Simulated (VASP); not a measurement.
# PtS2 in VASP: a series of runs

The runs below take PtS2 through single point, with PBE+D3(BJ).

Everything below comes from runs of VASP 6.6.1. Logs are shortened: lines on timing, memory, paths and dates and some standing lists are left out, and cuts for length are marked.

## 1. The cell of the first run

The structure is trigonal, space group P-3m1 (No. 164). Conventional cell: a = 3.543 Å, b = 3.543 Å, c = 5.039 Å, α = 90.00°, β = 90.00°, γ = 120.00°. Pt (site symmetry -3m) has 6 S at 2.40 Å within 3.2 Å. S (site symmetry 3m) has 3 Pt at 2.40 Å within 3.2 Å.

## 2. Single point, PBE+D3(BJ)

The input, INCAR:

```
PREC = Accurate ; ENCUT = 520
EDIFF = 1E-7 ; ISMEAR = 0
SIGMA = 0.1 ; LREAL = Auto
LASPH = T ; NELM = 60
ALGO = Normal ; ISIF = 2
LWAVE = F ; LCHARG = F
GGA = PE ; IVDW = 12
ISYM = 0 ; NBANDS = 81
```

The input, KPOINTS:

```
Automatic mesh
0
Gamma
  2 2 2
  0.5 0.5 0.5
```

The input, POSCAR:

```
PtS2
1.0
    5.3147992137     -3.0685007567      0.0000000000
   -5.3147992137     -3.0685007567      0.0000000000
    0.0000000000      0.0000000000    -10.0776000000
Pt S
6 12
Direct
    0.3333333333      0.6666666667      0.5000000000
    0.3333333333      0.6666666667      0.0000000000
    0.6666666667      0.3333333333      0.5000000000
    0.6666666667      0.3333333333      0.0000000000
    0.0000000000      0.0000000000      0.5000000000
    0.0000000000      0.0000000000      0.0000000000
    1.0000000000      0.3333333333      0.3750000000
    1.0000000000      0.3333333333      0.8750000000
    0.3333333333      1.0000000000      0.3750000000
    0.3333333333      1.0000000000      0.8750000000
    0.6666666667      0.6666666667      0.3750000000
    0.6666666667      0.6666666667      0.8750000000
    0.3333333333      0.3333333333      0.1250000000
    0.3333333333      0.3333333333      0.6250000000
    0.6666666667      1.0000000000      0.1250000000
    0.6666666667      1.0000000000      0.6250000000
    0.0000000000      0.6666666667      0.1250000000
    0.0000000000      0.6666666667      0.6250000000
```

Potentials or basis: VASP PAW PBE potentials, release 64 (Pt, S).

On the command line:

```
$ cat potpaw_PBE.64/Pt/POTCAR potpaw_PBE.64/S/POTCAR > POTCAR
$ mpirun -np 1 vasp_std > vasp.out
```

OUTCAR:

```text
PREC = Accurate
   ENCUT = 520
   EDIFF = 1E-7
   ISMEAR = 0
   LREAL = Auto
   LASPH = T
   NELM = 60
   ISIF = 2
   GGA = PE
   IVDW = 12
   ISYM = 0
 IVDW          = 12

 ion  position               nearest neighbor table
   1  0.333  0.667  0.500-   9 2.40  18 2.40  16 2.40   7 2.40  11 2.40  14 2.40
   2  0.333  0.667  0.000-  10 2.40  17 2.40  15 2.40   8 2.40  12 2.40  13 2.40
   3  0.667  0.333  0.500-   7 2.40  16 2.40   9 2.40  18 2.40  11 2.40  14 2.40
   4  0.667  0.333  0.000-   8 2.40  15 2.40  10 2.40  17 2.40  12 2.40  13 2.40
   5  0.000  0.000  0.500-  11 2.40  14 2.40   7 2.40   9 2.40  16 2.40  18 2.40
   6  0.000  0.000  0.000-  12 2.40  13 2.40   8 2.40  10 2.40  15 2.40  17 2.40
   7  0.000  0.333  0.375-   3 2.40   5 2.40   1 2.40
   8  0.000  0.333  0.875-   4 2.40   6 2.40   2 2.40
   9  0.333  0.000  0.375-   1 2.40   5 2.40   3 2.40
  10  0.333  0.000  0.875-   2 2.40   6 2.40   4 2.40
  11  0.667  0.667  0.375-   5 2.40   3 2.40   1 2.40
  12  0.667  0.667  0.875-   6 2.40   4 2.40   2 2.40
  13  0.333  0.333  0.125-   6 2.40   4 2.40   2 2.40
  14  0.333  0.333  0.625-   5 2.40   3 2.40   1 2.40
  15  0.667  0.000  0.125-   4 2.40   6 2.40   2 2.40
  16  0.667  0.000  0.625-   3 2.40   5 2.40   1 2.40
  17  0.000  0.667  0.125-   2 2.40   6 2.40   4 2.40
  18  0.000  0.667  0.625-   1 2.40   5 2.40   3 2.40

IMPORTANT INFORMATION: All symmetrisations will be switched off!
NOSYMM: (Re-)initialisation of all symmetry stuff for point group C_1.

----------------------------------------------------------------------------------------

                                     Primitive cell

  volume of cell :     328.7004

  direct lattice vectors                    reciprocal lattice vectors
     5.314799214 -3.068500757  0.000000000     0.094076931 -0.162946025  0.000000000
    -5.314799214 -3.068500757  0.000000000    -0.094076931 -0.162946025  0.000000000
     0.000000000  0.000000000-10.077600000     0.000000000  0.000000000 -0.099229975

  length of vectors
     6.137001513  6.137001513 10.077600000     0.188153862  0.188153862  0.099229975

  position of ions in fractional coordinates (direct lattice)
     0.333333333  0.666666667  0.500000000
     0.333333333  0.666666667  0.000000000
     0.666666667  0.333333333  0.500000000
     0.666666667  0.333333333  0.000000000
     0.000000000  0.000000000  0.500000000
     0.000000000  0.000000000  0.000000000
[... 10 lines left out ...]
     0.000000000  0.666666667  0.125000000
     0.000000000  0.666666667  0.625000000

  ion indices of the primitive-cell ions
   primitive index   ion index
                 1           1
                 2           2
                 3           3
                 4           4
                 5           5
                 6           6
[... 10 lines left out ...]
                17          17
                18          18

----------------------------------------------------------------------------------------

 KPOINTS: Automatic mesh

Automatic generation of k-mesh.
 Grid dimensions read from file:
 generate k-points for:    2    2    2

 Generating k-lattice:

  Cartesian coordinates                     Fractional coordinates (reciprocal lattice)
     0.047038466 -0.081473012  0.000000000     0.500000000  0.000000000  0.000000000
    -0.047038466 -0.081473012  0.000000000     0.000000000  0.500000000  0.000000000
     0.000000000  0.000000000 -0.049614988     0.000000000  0.000000000  0.500000000

  Length of vectors
     0.094076931  0.094076931  0.049614988

  Shift w.r.t. Gamma in fractional coordinates (k-lattice)
     0.500000000  0.500000000  0.500000000

 Subroutine IBZKPT returns following result:
 ===========================================

 Found     12 irreducible k-points:

 Following reciprocal coordinates:
            Coordinates               Weight
  0.250000  0.250000  0.250000      2.000000
 -0.250000  0.500000  0.250000      2.000000
  0.500000  0.250000  0.250000      2.000000
 -0.250000 -0.250000  0.250000      2.000000
  0.250000  0.500000  0.250000      2.000000
  0.500000 -0.250000  0.250000      2.000000
 -0.250000  0.250000  0.250000      2.000000
 -0.250000 -0.000000  0.250000      2.000000
 -0.000000 -0.250000  0.250000      2.000000
  0.250000 -0.250000  0.250000      2.000000
  0.250000  0.000000  0.250000      2.000000
  0.000000  0.250000  0.250000      2.000000
   k-points           NKPTS =     12   k-points in BZ     NKDIM =     12   number of bands    NBANDS=     81
   number of dos      NEDOS =    301   number of ions     NIONS =     18
   total plane-waves  NPLWV = 184320
   dimension x,y,z NGX =    48 NGY =   48 NGZ =   80
   dimension x,y,z NGXF=    96 NGYF=   96 NGZF=  160
   ions per type =               6  12
   NGX,Y,Z   is equivalent  to a cutoff of  13.00, 13.00, 13.20 a.u.
   NGXF,Y,Z  is equivalent  to a cutoff of  26.01, 26.01, 26.39 a.u.
 SYSTEM =  unknown system
   PREC   = accura    normal or accurate (medium, high low for compatibility)
   ISTART =      0    job   : 0-new  1-cont  2-samecut
   ICHARG =      2    charge: 1-file 2-atom 10-const
   ISPIN  =      1    spin polarized calculation?
   LNONCOLLINEAR =      F non collinear calculations
   LSORBIT =      F    spin-orbit coupling
   LASPH  =      T    aspherical Exc in radial PAW
   ENCUT  =  520.0 eV  38.22 Ry    6.18 a.u.  11.41 11.41 18.74*2*pi/ulx,y,z
   NELM   =     60;   NELMIN=  2; NELMDL= -5     # of ELM steps
   EDIFF  = 0.1E-06   stopping-criterion for ELM
   LREAL  =      T    real-space projection
   EDIFFG = 0.1E-05   stopping-criterion for IOM
   NSW    =      0    number of steps for IOM
   IBRION =     -1    ionic relax: 0-MD 1-quasi-New 2-CG
   NFREE  =      0    steps in history (QN), initial steepest desc. (CG)
   ISIF   =      2    stress and relaxation
   ISYM   =      0    0-nonsym 1-usesym 2-fastsym
   POTIM  = 0.5000    time-step for ionic-motion
   TEBEG  =    0.0;   TEEND  =   0.0 temperature during run
   PSTRESS=    0.0 pullay stress
   NELECT =     132.0000    total number of electrons
   NUPDOWN=      -1.0000    fix difference up-down
   EMIN   =  10.00;   EMAX   =-10.00  energy-range for DOS
   EFERMI =   0.00;   METHOD = LEGACY
   ISMEAR =     0;   SIGMA  =   0.10  broadening in eV -4-tet -1-fermi 0-gaus
   EFERMI_NEDOS =   21; number of points for ismear=-14 and -15
   IALGO  =     38    algorithm
   IMIX   =      4    mixing-type and parameters
     AMIX     =   0.40;   BMIX     =  1.00
     AMIX_MAG =   1.60;   BMIX_MAG =  1.00
  volume/ion in A,a.u.               =      18.26       123.23
  Fermi-wavevector in a.u.,A,eV,Ry     =   1.207812  2.282434 19.848319  1.458810
  Thomas-Fermi vector in A             =   2.343439
   LORBIT       =      0    0 simple, 1 ext, 2 COOP (PROOUT), +10 PAW based schemes
   GGA     = PE    functional components
   LHFCALC =     F    Hartree Fock is set to
   AEXX    =    0.0000 exact exchange contribution
   IVDW    =    12    specifies the selected vdW correction
   LEPSILON=     F    determine dielectric tensor
   LRPA    =     F    only Hartree local field effects (RPA)
 non-spin polarized calculation
 Gauss-broadening in eV      SIGMA  =   0.10
  energy-cutoff  :      520.00
  volume of cell :      328.70
 maximum number of plane-waves:      8854
 NGX is ok and might be reduce to    48
   NGX = 23   NGY = 23   NGZ = 37

 number of electron     131.9999984 magnetization

 Free energy of the ion-electron system (eV)
  ---------------------------------------------------
  ext. energy  EPLUGINS =         0.00000000
  ---------------------------------------------------
  free energy    TOTEN  =       -92.21763877 eV

  energy without entropy =      -92.21763877  energy(sigma->0) =      -92.21763877

 E-fermi :   6.9994     XC(G=0): -10.6943

 val. band max:        6.5581794097   @ k =   0.0000   0.2500   0.2500
 cond. band min:       7.4327679622   @ k =  -0.2500  -0.2500   0.2500
 fundamental gap:      0.8745885524
 Fermi energy:         6.9994215262

 k-point     1 :       0.2500    0.2500    0.2500
  band No.  band energies     occupation
      1      -7.6387      2.00000
      2      -7.2879      2.00000
      3      -6.9551      2.00000
      4      -6.9551      2.00000
      5      -6.6164      2.00000
      6      -6.6164      2.00000
[... 70 lines left out ...]
     77       8.9903      0.00000
     78       8.9903      0.00000

 k-point     2 :      -0.2500    0.5000    0.2500
  band No.  band energies     occupation
      1      -7.6092      2.00000
      2      -7.3477      2.00000
      3      -6.8546      2.00000
      4      -6.8546      2.00000
      5      -6.8218      2.00000
      6      -6.8218      2.00000
[... 70 lines left out ...]
     77       8.8235      0.00000
     78       8.9664      0.00000
[... 727 lines left out ...]
     77       8.8205      0.00000
     78       9.0378      0.00000

 k-point    12 :       0.0000    0.2500    0.2500
  band No.  band energies     occupation
      1      -8.0878      2.00000
      2      -7.7562      2.00000
      3      -6.6423      2.00000
      4      -6.5003      2.00000
      5      -6.4917      2.00000
      6      -6.4220      2.00000
[... 70 lines left out ...]
     77       8.8205      0.00000
     78       9.0378      0.00000
 [bands above 78 left out]

------------------------ aborting loop because EDIFF is reached ----------------------------------------

 Edisp (eV)   -7.64759

 E8    (eV) :    -3.0645

  FORCE on cell =-STRESS in cart. coord.  units (eV):
  Direction    XX          YY          ZZ          XY          YZ          ZX
  --------------------------------------------------------------------------------------
  -------------------------------------------------------------------------------------
  Total      -1.99927    -1.99923    -7.64977     0.00001     0.00001    -0.00000
  in kB      -9.74502    -9.74481   -37.28710     0.00003     0.00005    -0.00001
  external pressure =      -18.93 kB  Pullay stress =        0.00 kB

 VOLUME and BASIS-vectors are now :
 -----------------------------------------------------------------------------
  energy-cutoff  :      520.00
  volume of cell :      328.70
      direct lattice vectors                 reciprocal lattice vectors
     5.314799214 -3.068500757  0.000000000     0.094076931 -0.162946025  0.000000000
    -5.314799214 -3.068500757  0.000000000    -0.094076931 -0.162946025  0.000000000
     0.000000000  0.000000000-10.077600000     0.000000000  0.000000000 -0.099229975

 POSITION                                       TOTAL-FORCE (eV/Angst)
 -----------------------------------------------------------------------------------
     -1.77160     -3.06850     -5.03880        -0.000001     -0.000001     -0.000020
     -1.77160     -3.06850      0.00000        -0.000001     -0.000003      0.000020
      1.77160     -3.06850     -5.03880        -0.000001     -0.000003     -0.000020
      1.77160     -3.06850      0.00000        -0.000001      0.000001      0.000020
      0.00000      0.00000     -5.03880         0.000002      0.000004     -0.000020
      0.00000      0.00000      0.00000         0.000001      0.000002      0.000020
[... 10 lines left out ...]
     -3.54320     -2.04567     -1.25970        -0.000007      0.000003      0.337066
     -3.54320     -2.04567     -6.29850        -0.000001      0.000003      0.337056
 -----------------------------------------------------------------------------------
    total drift:                                0.000000      0.000001     -0.000002

  FREE ENERGIE OF THE ION-ELECTRON SYSTEM (eV)
  ---------------------------------------------------
  free  energy   TOTEN  =       -99.8652275400 eV

  energy  without entropy=      -99.8652275398  energy(sigma->0) =      -99.86522754
```

Run time: 7.7 min. Hardware: 1 thread of Intel Xeon Platinum 8488C (Sapphire Rapids), shared host; peak memory 0.52 GiB.

Results:

```
Free energy                : -99.8652 eV
Pressure                   : -1.9 GPa
Largest force              : 0.337 eV/Å
Band gap on the k mesh     : 0.87 eV
Dispersion energy per atom : -0.425 eV
```

Forces in eV/Å, atoms in the order of the input:
```
Pt   0.000  0.000  0.000
Pt   0.000  0.000  0.000
Pt   0.000  0.000  0.000
Pt   0.000  0.000  0.000
Pt   0.000  0.000  0.000
Pt   0.000  0.000  0.000
S    0.000  0.000 -0.337
S    0.000  0.000 -0.337
S    0.000  0.000 -0.337
S    0.000  0.000 -0.337
S    0.000  0.000 -0.337
S    0.000  0.000 -0.337
S    0.000  0.000  0.337
S    0.000  0.000  0.337
S    0.000  0.000  0.337
S    0.000  0.000  0.337
S    0.000  0.000  0.337
S    0.000  0.000  0.337
```

Stress tensor (GPa, compression positive):
```
-0.97  0.00  0.00
 0.00 -0.97  0.00
 0.00  0.00 -3.73
```

Caveat: the k points lie up to 0.59 Å⁻¹ apart; spin-orbit coupling is left out, which moves the levels of the heavy elements.

## 3. Single point, PBE+D3(BJ) (dynamics (nvt langevin) at 200 K, volume x 1.0, from the last frame before)

The input, INCAR:

```
SYSTEM = PtS2
ALGO = Normal
EDIFF = 1E-7
ENCUT = 520
GGA = PE
ISIF = 2
ISMEAR = -1
IVDW = 12
LASPH = .TRUE.
LCHARG = .FALSE.
LREAL = Auto
LWAVE = .FALSE.
NBANDS = 81
NELM = 60
PREC = Accurate
SIGMA = 0.02
```

KPOINTS is that of step 2.

The input, POSCAR:

```
PtS2
1.0
    5.3147992137     -3.0685007567      0.0000000000
   -5.3147992137     -3.0685007567      0.0000000000
    0.0000000000      0.0000000000    -10.0776000000
Pt S
6 12
Direct
    0.3296863828      0.6639050294      0.4993865603
    0.3331744932      0.6692733613      0.0015371715
    0.6670279156      0.3349421812      0.5001000238
    0.6689596561      0.3367982839     -0.0004628086
   -0.0015849757     -0.0045672144      0.5007964198
    0.0005077719      0.0004379668     -0.0003642732
    1.0020126410      0.3200975104      0.3755283996
    0.9911330409      0.3288715220      0.8785095658
    0.3403606167      0.9966525781      0.3714746567
    0.3442493367      1.0066892254      0.8771417798
    0.6652516548      0.6619023279      0.3751808962
    0.6639174799      0.6630865924      0.8813815789
    0.3370805115      0.3353045272      0.1226624395
    0.3269328462      0.3345784784      0.6226071684
    0.6773671401      1.0068817520      0.1209687822
    0.6615016840      0.9985298441      0.6213123164
    0.0085920556      0.6699865615      0.1253301381
   -0.0006075465      0.6664327042      0.6197954870
```

Potentials or basis: VASP PAW PBE potentials, release 64 (Pt, S).

On the command line:

```
$ cat potpaw_PBE.64/Pt/POTCAR potpaw_PBE.64/S/POTCAR > POTCAR
$ mpirun -np 1 vasp_std > vasp.out
```

OUTCAR:

```text
SYSTEM = PtS2
   EDIFF = 1E-7
   ENCUT = 520
   GGA = PE
   ISIF = 2
   ISMEAR = -1
   IVDW = 12
   LASPH = .TRUE.
   LREAL = Auto
   NELM = 60
   PREC = Accurate
 IVDW          = 12

 ion  position               nearest neighbor table
   1  0.330  0.664  0.499-  14 2.36  18 2.37  16 2.39   9 2.39   7 2.41  11 2.42
   2  0.333  0.669  0.002-  17 2.35  12 2.38  10 2.39  13 2.40  15 2.41   8 2.43
   3  0.667  0.335  0.500-  18 2.37  11 2.37  16 2.38   9 2.42  14 2.42   7 2.45
   4  0.669  0.337  1.000-  12 2.34   8 2.34  10 2.36  13 2.38  15 2.39  17 2.42
   5  0.998  0.995  0.501-   7 2.35  18 2.35  14 2.39  11 2.41  16 2.41   9 2.47
   6  0.001  0.000  1.000-  15 2.35   8 2.38  12 2.39  13 2.40  17 2.41  10 2.43
   7  0.002  0.320  0.376-   5 2.35   1 2.41   3 2.45
[... 1206 lines left out ...]
  in kB      10.64878     3.19022   -15.36305     4.07080    -6.87203    -7.91662
  external pressure =       -0.51 kB  Pullay stress =        0.00 kB

 VOLUME and BASIS-vectors are now :
 -----------------------------------------------------------------------------
  energy-cutoff  :      520.00
  volume of cell :      328.70
      direct lattice vectors                 reciprocal lattice vectors
     5.314799214 -3.068500757  0.000000000     0.094076931 -0.162946025  0.000000000
    -5.314799214 -3.068500757  0.000000000    -0.094076931 -0.162946025  0.000000000
     0.000000000  0.000000000-10.077600000     0.000000000  0.000000000 -0.099229975

 POSITION                                       TOTAL-FORCE (eV/Angst)
 -----------------------------------------------------------------------------------
     -1.77631     -3.04884     -5.03262         0.270958     -0.130734      0.449718
     -1.78630     -3.07601     -0.01549         0.413922     -0.123171      0.174686
      1.76497     -3.07455     -5.03981         0.342804      0.453833      0.378645
      1.76537     -3.08617    -10.07294         0.144973      0.000608     -0.661922
      0.01585     -6.11812     -5.04683         0.005899     -0.095149      0.462977
      0.00037     -0.00290    -10.07393         0.332357     -0.307005     -0.002041
[... 10 lines left out ...]
     -3.51518     -2.08222     -1.26303        -0.393338      0.231855      0.192125
      1.76961     -5.11159     -6.24605         0.089927      0.100354     -0.334541
 -----------------------------------------------------------------------------------
    total drift:                                0.006682      0.008459     -0.003189

  FREE ENERGIE OF THE ION-ELECTRON SYSTEM (eV)
  ---------------------------------------------------
  free  energy   TOTEN  =       -99.7407657500 eV

  energy  without entropy=      -99.7407657499  energy(sigma->0) =      -99.74076575
```

stdout:

```text
POSCAR found type information on POSCAR PtS
 POSCAR found :  2 types and      18 ions
 scaLAPACK will be used
 LDA part: xc-table for (Slater+PW92), standard interpolation
 POSCAR, INCAR and KPOINTS ok, starting setup
 FFT: planning ... GRIDC
 FFT: planning ... GRID_SOFT
 FFT: planning ... GRID
 WAVECAR not read
 entering main loop
```

Wall time 9.3 min (1 thread of Intel Xeon Platinum 8488C (Sapphire Rapids), shared host); peak memory 0.52 GiB.

Results:

- Free energy: -99.7408 eV
- Pressure: -0.1 GPa
- Largest force: 0.809 eV/Å
- Band gap on the k mesh: 0.87 eV
- Dispersion energy per atom: -0.424 eV

Forces on the atoms (eV/Å):
```
Pt   0.271 -0.131  0.450
Pt   0.414 -0.123  0.175
Pt   0.343  0.454  0.379
Pt   0.145  0.001 -0.662
Pt   0.006 -0.095  0.463
Pt   0.332 -0.307 -0.002
S   -0.755 -0.190 -0.223
S    0.316 -0.609  0.128
S   -0.479  0.092 -0.582
S   -0.236  0.560 -0.002
S   -0.110 -0.129 -0.264
S   -0.232 -0.285  0.393
S   -0.163  0.141  0.033
S    0.446 -0.069  0.026
S   -0.177  0.468 -0.155
S    0.181 -0.109 -0.015
S   -0.393  0.232  0.192
S    0.090  0.100 -0.335
```

Levels at points of the mesh, in eV from the valence-band top:
```
           k point  band 64  band 65  band 66  band 67  band 68  band 69
(0.25, 0.25, 0.25)    -0.89    -0.83    -0.28     1.11     1.20     1.28
```

Caveat: the k points lie up to 0.59 Å⁻¹ apart; spin-orbit coupling is left out, which moves the levels of the heavy elements.

(Continued in part 2 of 2.)
